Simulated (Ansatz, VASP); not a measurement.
**Tc: VASP beside Ansatz**

```xyz
1
Lattice="0.0000 1.9279 1.9279 1.9279 0.0000 1.9279 1.9279 1.9279 0.0000" Properties=species:S:1:pos:R:3 pbc="T T T"
Tc    0.0000    0.0000    0.0000
```

Alike in both runs: functional r2SCAN; k mesh 10 × 10 × 10; no spin polarisation.

Ansatz relaxed the structure, and its values are those at the end. VASP's run is a single point on that final structure, the one shown.

|  | VASP | Ansatz |
| --- | --- | --- |
| version | VASP 6.6.1 | Ansatz 0.2.0 |
| potentials or method | VASP PAW PBE potentials, release 64 (Tc_pv), cutoff 520 eV | plane waves, PAW |
| occupations | methfessel-paxton of order 1, width 0.1 eV | cold |
| valence electrons in the cell | 13 | 15 |

```csv
,VASP,Ansatz,Ansatz less VASP
pressure (GPa),0.3,0.0,-0.32
```

VASP's potentials were made for PBE, not for r2SCAN. VASP's potentials hold 13 valence electrons a cell and Ansatz's 15, so a difference there can come from the potentials and not from the codes.
